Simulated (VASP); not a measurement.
# LiH in VASP: settings compared

The runs below take LiH through single point, with PBEsol, RPBE.

All numbers are computed with VASP 6.6.1; they aren't measurements. Logs are shortened: lines on timing, memory, paths and dates and some standing lists are left out, and cuts for length are marked.

## 1. The cell of the first run

The cell holds a slab with vacuum, 16 atoms: a = 2.814 Å, b = 2.814 Å, c = 26.930 Å, α = 90.00°, β = 90.00°, γ = 90.00°.

## 2. Single point, PBEsol

File INCAR:

```
SYSTEM = LiH
  PREC = Accurate
  ENCUT = 520
  EDIFF = 1E-6
  ISMEAR = -1
  SIGMA = 0.05
  LREAL = Auto
  LASPH = .True.
  NELM = 60
  ALGO = Normal
  ISIF = 2
  LWAVE = .False.
  LCHARG = .True.
  GGA = PS
  LELF = .True.
  LVHAR = .True.
  NBANDS = 30
  NELECT = 34.0
```

File KPOINTS:

```
regular mesh
0
Gamma
  4 4 1
  0 0 0
```

File POSCAR:

```
LiH
1.0
    1.9899850000      1.9899850000      0.0000000000
   -1.9899850000      1.9899850000      0.0000000000
    0.0000000000      0.0000000000     26.9298920000
H Li
8 8
Direct
    0.5056470000      0.4993470000      0.2424570000
    0.4870500000      0.4953400000      0.3909010000
    0.5058110000      0.5023000000      0.5368750000
    0.4963790000      0.4937400000      0.6844890000
    0.9912310000      0.9960020000      0.3156480000
    0.0021630000      0.0058290000      0.4633470000
    0.0084250000      0.0018750000      0.6103400000
    0.9940130000      0.0084170000      0.7591080000
    0.0079810000      0.9981330000      0.2408560000
    0.9926750000      0.9916850000      0.3893830000
    0.9997010000      0.9914290000      0.5373150000
    0.9868290000      0.9995000000      0.6839070000
    0.5034540000      0.5093070000      0.3155920000
    0.4872480000      0.4870360000      0.4626400000
    0.4956220000      0.5007420000      0.6102930000
    0.5018730000      0.5181680000      0.7590720000
```

Potentials or basis: VASP PAW PBE potentials, release 64 (H, Li_sv).

The run is started by

```sh
> cat potpaw_PBE.64/H/POTCAR potpaw_PBE.64/Li_sv/POTCAR > POTCAR
> mpirun -np 1 vasp_std > vasp.out
```

OUTCAR:

```text
SYSTEM = LiH
   PREC = Accurate
   ENCUT = 520
   EDIFF = 1E-6
   ISMEAR = -1
   LREAL = Auto
   LASPH = .True.
   NELM = 60
   ISIF = 2
   GGA = PS
   NELECT = 34.0

 ion  position               nearest neighbor table
   1  0.506  0.499  0.242-
   2  0.487  0.495  0.391-
   3  0.506  0.502  0.537-
   4  0.496  0.494  0.684-
   5  0.991  0.996  0.316-
   6  0.002  0.006  0.463-
[... 8 lines left out ...]
  15  0.496  0.501  0.610-
  16  0.502  0.518  0.759-

  LATTYP: Found a simple tetragonal cell.
 ALAT       =     2.8142637759
 C/A-ratio  =     9.5690717517

  Lattice vectors:

 A1 = (   1.9899850000,   1.9899850000,   0.0000000000)
 A2 = (  -1.9899850000,   1.9899850000,   0.0000000000)
 A3 = (   0.0000000000,   0.0000000000,  26.9298920000)

Analysis of symmetry for initial positions (statically):
=====================================================================
 Subroutine PRICEL returns:
 Original cell was already a primitive cell.

 Routine SETGRP: Setting up the symmetry group for a
 simple tetragonal supercell.

 Subroutine GETGRP returns: Found  1 space group operations
 (whereof  1 operations were pure point group operations)
 out of a pool of 16 trial point group operations.

The static configuration has the point symmetry C_1 .

Analysis of symmetry for dynamics (positions and initial velocities):
=====================================================================
 Subroutine PRICEL returns:
 Original cell was already a primitive cell.

 Routine SETGRP: Setting up the symmetry group for a
 simple tetragonal supercell.

 Subroutine GETGRP returns: Found  1 space group operations
 (whereof  1 operations were pure point group operations)
 out of a pool of 16 trial point group operations.

The dynamic configuration has the point symmetry C_1 .

 Subroutine INISYM returns: Found  1 space group operations
 (whereof  1 operations are pure point group operations),
 and found     1 'primitive' translations

----------------------------------------------------------------------------------------

                                     Primitive cell

  volume of cell :     213.2869

[... 100 lines left out ...]
   NELM   =     60;   NELMIN=  2; NELMDL= -5     # of ELM steps
   EDIFF  = 0.1E-05   stopping-criterion for ELM
   LREAL  =      T    real-space projection
   EDIFFG = 0.1E-04   stopping-criterion for IOM
   NSW    =      0    number of steps for IOM
   IBRION =     -1    ionic relax: 0-MD 1-quasi-New 2-CG
   NFREE  =      0    steps in history (QN), initial steepest desc. (CG)
   ISIF   =      2    stress and relaxation
   ISYM   =      2    0-nonsym 1-usesym 2-fastsym
   POTIM  = 0.5000    time-step for ionic-motion
   TEBEG  =    0.0;   TEEND  =   0.0 temperature during run
   PSTRESS=    0.0 pullay stress
   NELECT =      34.0000    total number of electrons
   NUPDOWN=      -1.0000    fix difference up-down
   EMIN   =  10.00;   EMAX   =-10.00  energy-range for DOS
   EFERMI =   0.00;   METHOD = LEGACY
   ISMEAR =    -1;   SIGMA  =   0.05  broadening in eV -4-tet -1-fermi 0-gaus
   EFERMI_NEDOS =   21; number of points for ismear=-14 and -15
   IALGO  =     38    algorithm
   IMIX   =      4    mixing-type and parameters
     AMIX     =   0.40;   BMIX     =  1.00
     AMIX_MAG =   1.60;   BMIX_MAG =  1.00
  volume/ion in A,a.u.               =      13.33        89.96
  Fermi-wavevector in a.u.,A,eV,Ry     =   0.887659  1.677433 10.720566  0.787939
  Thomas-Fermi vector in A             =   2.008987
   LORBIT       =      0    0 simple, 1 ext, 2 COOP (PROOUT), +10 PAW based schemes
   GGA     = PS    functional components
   LHFCALC =     F    Hartree Fock is set to
   AEXX    =    0.0000 exact exchange contribution
   IVDW    =     0    specifies the selected vdW correction
   LEPSILON=     F    determine dielectric tensor
   LRPA    =     F    only Hartree local field effects (RPA)
 non-spin polarized calculation
  energy-cutoff  :      520.00
  volume of cell :      213.29
 maximum number of plane-waves:      5797
 NGX is ok and might be reduce to    24
   NGX = 11   NGY = 11   NGZ =101

 number of electron      34.0000000 magnetization

 Free energy of the ion-electron system (eV)
  ---------------------------------------------------
  ext. energy  EPLUGINS =         0.00000000
  ---------------------------------------------------
  free energy    TOTEN  =       -46.16886705 eV

  energy without entropy =      -46.14849677  energy(sigma->0) =      -46.15868191

 E-fermi :   1.3864     XC(G=0):  -6.9354

 val. band max:        1.3835135330   @ k =   0.5000   0.5000   0.0000
 cond. band min:       1.5290797944   @ k =   0.0000   0.2500   0.0000
 fundamental gap:      0.1455662614
 Fermi energy:         1.3864459487

 k-point     1 :       0.0000    0.0000    0.0000
  band No.  band energies     occupation
      1     -46.3144      2.00000
      2     -46.2704      2.00000
      3     -46.1650      2.00000
      4     -46.1609      2.00000
      5     -45.9763      2.00000
      6     -45.9667      2.00000
[... 309 lines left out ...]
     28       4.4831      0.00000
     29       5.8864      0.00000
 [bands above 29 left out]

------------------------ aborting loop because EDIFF is reached ----------------------------------------

  FORCE on cell =-STRESS in cart. coord.  units (eV):
  Direction    XX          YY          ZZ          XY          YZ          ZX
  --------------------------------------------------------------------------------------
  -------------------------------------------------------------------------------------
  Total        4.4142704      4.4357947      4.3577921     -0.0007822     -0.0278664      0.1161554
  in kB       33.1592958     33.3209834     32.7350400     -0.0058755     -0.2093282      0.8725412
  external PRESSURE =      33.0717730 kB  Pullay stress =       0.0000000 kB

 VOLUME and BASIS-vectors are now :
 -----------------------------------------------------------------------------
  energy-cutoff  :      520.00
  volume of cell :      213.29
      direct lattice vectors                 reciprocal lattice vectors
     1.989985000  1.989985000  0.000000000     0.251258175  0.251258175  0.000000000
    -1.989985000  1.989985000  0.000000000    -0.251258175  0.251258175  0.000000000
     0.000000000  0.000000000 26.929892000     0.000000000  0.000000000  0.037133457

 POSITION                                       TOTAL-FORCE (eV/Angst)
 -----------------------------------------------------------------------------------
      0.01254      1.99992      6.52934        -0.007524     -0.004962      0.268762
     -0.01650      1.95494     10.52692         0.037300      0.039265      0.008440
      0.00699      2.00613     14.45799         0.002870     -0.069876     -0.032398
      0.00525      1.97032     18.43321        -0.061386      0.029285     -0.203043
     -0.00949      3.95456      8.50037         0.013514      0.081015      0.209373
     -0.00730      0.01590     12.47788         0.021122     -0.129997      0.039023
[... 8 lines left out ...]
     -0.01019      1.98275     16.43512         0.045306      0.028030      0.118731
     -0.03243      2.02987     20.44173         0.015101     -0.076543      0.236043
 -----------------------------------------------------------------------------------
    total drift:                               -0.003924      0.004777      0.000095

  FREE ENERGIE OF THE ION-ELECTRON SYSTEM (eV)
  ---------------------------------------------------
  free  energy   TOTEN  =       -46.1688670458 eV

  energy  without entropy=      -46.1484967693  energy(sigma->0) =      -46.15868191
```

OSZICAR:

```text
N       E                     dE             d eps       ncg     rms          rms(c)
DAV:   1     0.177225150803E+03    0.17723E+03   -0.14765E+04   656   0.111E+03
DAV:   2    -0.127871957722E+02   -0.19001E+03   -0.17969E+03   668   0.301E+02
DAV:   3    -0.429656513347E+02   -0.30178E+02   -0.29788E+02  1036   0.758E+01
DAV:   4    -0.509756823408E+02   -0.80100E+01   -0.78530E+01  1066   0.453E+01
DAV:   5    -0.525942555447E+02   -0.16186E+01   -0.16176E+01   978   0.156E+01    0.804E+00
DAV:   6    -0.481213035281E+02    0.44730E+01   -0.33147E+01   974   0.141E+01    0.419E+00
DAV:   7    -0.464527073550E+02    0.16686E+01   -0.66875E+00   754   0.728E+00    0.234E+00
DAV:   8    -0.461893649867E+02    0.26334E+00   -0.32992E+00   878   0.455E+00    0.672E-01
DAV:   9    -0.461775918969E+02    0.11773E-01   -0.62595E-01   898   0.208E+00    0.543E-01
DAV:  10    -0.461820142369E+02   -0.44223E-02   -0.27213E-01   824   0.116E+00    0.346E-01
DAV:  11    -0.461844199474E+02   -0.24057E-02   -0.40775E-01   812   0.742E-01    0.228E-01
DAV:  12    -0.461716289913E+02    0.12791E-01   -0.54921E-02   850   0.384E-01    0.943E-02
DAV:  13    -0.461691205303E+02    0.25085E-02   -0.23661E-02   762   0.162E-01    0.364E-02
DAV:  14    -0.461689031295E+02    0.21740E-03   -0.23804E-03   750   0.118E-01    0.232E-02
DAV:  15    -0.461688741783E+02    0.28951E-04   -0.19075E-04   768   0.481E-02    0.939E-03
DAV:  16    -0.461688674584E+02    0.67199E-05   -0.44624E-05   762   0.177E-02    0.365E-03
DAV:  17    -0.461688670458E+02    0.41255E-06   -0.40688E-06   702   0.844E-03
   1 F= -.46168867E+02 E0= -.46158682E+02  d E =-.203703E-01
```

Run time: 72 s. Hardware: 1 thread of Intel Xeon Platinum 8559C (Emerald Rapids), shared host; peak memory 0.33 GiB.

Results:

```yaml
Free_energy: -46.1689 eV
Largest_force: 0.331 eV/Å
```

Forces on the atoms (eV/Å):
```
H   -0.008 -0.005  0.269
H    0.037  0.039  0.008
H    0.003 -0.070 -0.032
H   -0.061  0.029 -0.203
H    0.014  0.081  0.209
H    0.021 -0.130  0.039
H   -0.046 -0.077 -0.113
H    0.008  0.023 -0.330
Li  -0.027 -0.006 -0.217
Li  -0.035  0.023 -0.061
Li  -0.036  0.060 -0.039
Li   0.053  0.061  0.162
Li   0.023 -0.112 -0.102
Li  -0.007  0.132  0.055
Li   0.045  0.028  0.119
Li   0.015 -0.077  0.236
```

Levels at points of the mesh, in eV from the Fermi level:
| k point | band 12 | band 13 | band 14 | band 15 | band 16 | band 17 | band 18 | band 19 | band 20 | band 21 |
| --- | --- | --- | --- | --- | --- | --- | --- | --- | --- | --- |
| (0.00, 0.00, 0.00) | -8.09 | -7.30 | -6.34 | -5.34 | -4.43 | -1.61 | -1.09 | -0.99 | 0.40 | 0.52 |
| (0.50, 0.00, 0.00) | -6.83 | -6.55 | -6.54 | -5.81 | -5.78 | 0.79 | 0.82 | 1.32 | 1.36 | 1.88 |
| (0.00, 0.50, 0.00) | -6.83 | -6.55 | -6.55 | -5.82 | -5.78 | 0.79 | 0.81 | 1.34 | 1.35 | 1.87 |
| (0.50, 0.50, 0.00) | -4.13 | -3.86 | -3.85 | -3.11 | -3.06 | -1.27 | -1.26 | -0.71 | -0.71 | -0.01 |

Caveat: the k points lie up to 0.56 Å⁻¹ apart; the cell carries a net charge on a neutralising background, which shifts energy and pressure; the cell is charged against a uniform background, so pressure and absolute levels hang on convention; the cutoff is under 1.25 times the usual one of these potentials, so pressure, stress and relaxed cells hold a basis-set (Pulay) error; the PAW data sets were made with another functional, which shifts forces and pressure a little.

## 3. Single point, PBEsol

File INCAR:

```
PREC     = Accurate       # precision mode
ENCUT    = 520            # plane-wave cutoff, eV
EDIFF    = 1E-6           # SCF threshold, eV
ISMEAR   = -5             # smearing method
SIGMA    = 0.05           # smearing width, eV
LREAL    = Auto         
LASPH    = True           # aspherical terms in the spheres
NELM     = 80             # most SCF steps
ALGO     = Normal         # electronic algorithm
ISIF     = 2              # what is computed and relaxed
LWAVE    = False          # write WAVECAR
LCHARG   = False          # write CHGCAR
GGA      = PS             # functional
NBANDS   = 30             # bands
```

File KPOINTS:

```
Automatic mesh
0
Gamma
  4 4 1
```

POSCAR is that of step 2.

Potentials or basis: VASP PAW PBE potentials, release 64 (H, Li_sv).

The run is started by

```sh
> cat potpaw_PBE.64/H/POTCAR potpaw_PBE.64/Li_sv/POTCAR > POTCAR
> mpirun -np 1 vasp_std > vasp.out
```

Run time: 94 s. Hardware: 1 thread of Intel Xeon Platinum 8559C (Emerald Rapids), shared host; peak memory 0.33 GiB.

The run converged. Its results:

| Quantity | Value |
| --- | --- |
| Free energy | -48.4696 eV |
| Largest force | 0.253 eV/Å |
| Band gap on the k mesh | 1.90 eV, indirect (least direct gap 2.37 eV) |

Forces on the atoms (eV/Å):
```
H   -0.004 -0.007 -0.172
H    0.024  0.031 -0.167
H    0.001 -0.044  0.015
H   -0.043  0.026  0.024
H    0.011  0.058 -0.054
H    0.013 -0.085 -0.030
H   -0.029 -0.049  0.023
H    0.008  0.024  0.056
Li  -0.027 -0.004  0.252
Li  -0.024  0.023  0.073
Li  -0.031  0.032 -0.065
Li   0.036  0.054  0.102
Li   0.022 -0.087  0.001
Li   0.000  0.093  0.106
Li   0.029  0.011  0.022
Li   0.014 -0.075 -0.184
```

Levels at points of the mesh, in eV from the valence-band top:
```tsv
k point	band 12	band 13	band 14	band 15	band 16	band 17	band 18	band 19	band 20	band 21
(0.00, 0.00, 0.00)	-4.76	-3.99	-3.08	-2.10	-1.02	1.90	2.41	3.38	4.34	4.48
(0.50, 0.00, 0.00)	-3.25	-3.20	-3.14	-3.03	-2.70	4.24	4.39	4.64	4.69	5.21
(0.00, 0.50, 0.00)	-3.23	-3.22	-3.15	-3.03	-2.69	4.24	4.39	4.64	4.69	5.22
(0.50, 0.50, 0.00)	-0.58	-0.51	-0.45	-0.34	0.00	2.37	2.38	2.73	2.74	3.37
```

Caveat: the k points lie up to 0.56 Å⁻¹ apart; the cutoff is under 1.25 times the usual one of these potentials, so pressure, stress and relaxed cells hold a basis-set (Pulay) error; the PAW data sets were made with another functional, which shifts forces and pressure a little.

## 4. Single point, RPBE

File INCAR:

```
SYSTEM = LiH
PREC = Accurate
ENCUT = 520
EDIFF = 1E-6
ISMEAR = -1
SIGMA = 0.05
LREAL = Auto
LASPH = .True.
NELM = 60
ALGO = Normal
ISIF = 2
LWAVE = .False.
LCHARG = .False.
GGA = RP
NBANDS = 30
```

File KPOINTS:

```
Automatic mesh
0
Gamma
  4 4 1
  0 0 0
```

POSCAR is that of step 3.

The run is started by

```sh
> cat potpaw_PBE.64/H/POTCAR potpaw_PBE.64/Li_sv/POTCAR > POTCAR
> mpirun -np 1 vasp_std > vasp.out
```

Run time: 82 s. Hardware: 1 thread of Intel Xeon Platinum 8559C (Emerald Rapids), shared host; peak memory 0.33 GiB.

The run converged. Its results:

```
Free energy            : -47.7965 eV
Largest force          : 0.263 eV/Å
Band gap on the k mesh : 2.08 eV, indirect (least direct gap 2.78 eV)
```

Forces in eV/Å, atoms in the order of the input:
```
H   -0.005 -0.008 -0.263
H    0.025  0.034 -0.177
H    0.000 -0.043  0.018
H   -0.043  0.030  0.021
H    0.012  0.058 -0.049
H    0.014 -0.087 -0.031
H   -0.030 -0.052  0.025
H    0.009  0.022  0.142
Li  -0.027 -0.005  0.231
Li  -0.023  0.023  0.078
Li  -0.031  0.032 -0.067
Li   0.036  0.054  0.101
Li   0.022 -0.086  0.003
Li   0.000  0.091  0.107
Li   0.029  0.010  0.020
Li   0.014 -0.074 -0.159
```

Levels at points of the mesh, in eV from the valence-band top:
```
           k point  band 14  band 15  band 16  band 17  band 18  band 19
(0.00, 0.00, 0.00)    -2.93    -1.98    -0.95     2.08     2.51     3.45
(0.50, 0.00, 0.00)    -2.99    -2.92    -2.57     4.57     4.76     4.99
(0.00, 0.50, 0.00)    -3.00    -2.93    -2.56     4.57     4.76     5.00
(0.50, 0.50, 0.00)    -0.43    -0.35     0.00     2.78     2.80     3.14
```

Caveat: the k points lie up to 0.56 Å⁻¹ apart; the cutoff is under 1.25 times the usual one of these potentials, so pressure, stress and relaxed cells hold a basis-set (Pulay) error; the PAW data sets were made with another functional, which shifts forces and pressure a little.

## 5. Single point, PBEsol

File INCAR:

```
PREC     = Accurate       # precision mode
ENCUT    = 520            # plane-wave cutoff, eV
EDIFF    = 1E-6           # SCF threshold, eV
ISMEAR   = 0              # smearing method
SIGMA    = 0.05           # smearing width, eV
LREAL    = Auto         
LASPH    = T              # aspherical terms in the spheres
NELM     = 100            # most SCF steps
ALGO     = Normal         # electronic algorithm
ISIF     = 2              # what is computed and relaxed
LWAVE    = F              # write WAVECAR
LCHARG   = T              # write CHGCAR
GGA      = PS             # functional
LELF     = T              # ELF
LVHAR    = T            
NBANDS   = 30             # bands
```

File KPOINTS:

```
regular mesh
0
Gamma
  4 4 1
```

POSCAR is that of step 4.

The run is started by

```sh
> cat potpaw_PBE.64/H/POTCAR potpaw_PBE.64/Li_sv/POTCAR > POTCAR
> mpirun -np 1 vasp_std > vasp.out
```

It took 84 s on 1 thread of Intel Xeon Platinum 8559C (Emerald Rapids), shared host; peak memory 0.33 GiB.

It converged, with:

- Free energy: -48.4696 eV
- Largest force: 0.253 eV/Å
- Band gap on the k mesh: 1.90 eV, indirect (least direct gap 2.37 eV)

Forces on the atoms (eV/Å):
```
H   -0.004 -0.007 -0.172
H    0.024  0.031 -0.167
H    0.001 -0.044  0.015
H   -0.043  0.026  0.024
H    0.011  0.058 -0.054
H    0.013 -0.085 -0.030
H   -0.029 -0.049  0.023
H    0.008  0.024  0.056
Li  -0.027 -0.004  0.252
Li  -0.024  0.023  0.073
Li  -0.031  0.032 -0.065
Li   0.036  0.054  0.102
Li   0.022 -0.087  0.001
Li   0.000  0.093  0.106
Li   0.029  0.011  0.022
Li   0.014 -0.075 -0.184
```

Levels at points of the mesh, in eV from the valence-band top:
| k point | band 12 | band 13 | band 14 | band 15 | band 16 | band 17 | band 18 | band 19 | band 20 | band 21 |
| --- | --- | --- | --- | --- | --- | --- | --- | --- | --- | --- |
| (0.00, 0.00, 0.00) | -4.76 | -3.99 | -3.08 | -2.10 | -1.02 | 1.90 | 2.41 | 3.38 | 4.34 | 4.48 |
| (0.50, 0.00, 0.00) | -3.25 | -3.20 | -3.14 | -3.03 | -2.70 | 4.24 | 4.39 | 4.64 | 4.69 | 5.21 |
| (0.00, 0.50, 0.00) | -3.23 | -3.22 | -3.15 | -3.03 | -2.69 | 4.24 | 4.39 | 4.64 | 4.69 | 5.22 |
| (0.50, 0.50, 0.00) | -0.58 | -0.51 | -0.45 | -0.34 | 0.00 | 2.37 | 2.38 | 2.73 | 2.74 | 3.37 |

Caveat: the k points lie up to 0.56 Å⁻¹ apart; the cutoff is under 1.25 times the usual one of these potentials, so pressure, stress and relaxed cells hold a basis-set (Pulay) error; the PAW data sets were made with another functional, which shifts forces and pressure a little.

## 6. Overview

| level | smearing | gap on the mesh (eV) | largest force (eV/Å) |
| --- | --- | --- | --- |
| PBEsol | tetrahedron | 1.90 | 0.25 |
| RPBE | fermi-dirac 0.05 eV | 2.08 | 0.26 |
| PBEsol | gaussian 0.05 eV | 1.90 | 0.25 |

Alike in all rows: task single point; potentials or basis VASP PAW PBE potentials, release 64 (H, Li_sv); no spin polarisation; cell as given; k mesh 4 × 4 × 1; cutoff (eV) 520.

Caveats: all runs use coarse meshes; the cutoff is under 1.25 times the usual one of these potentials, so pressure, stress and relaxed cells hold a basis-set (Pulay) error; the PAW data sets were made with another functional, which shifts forces and pressure a little.

Absolute energies hang on the potentials; compare differences alone.
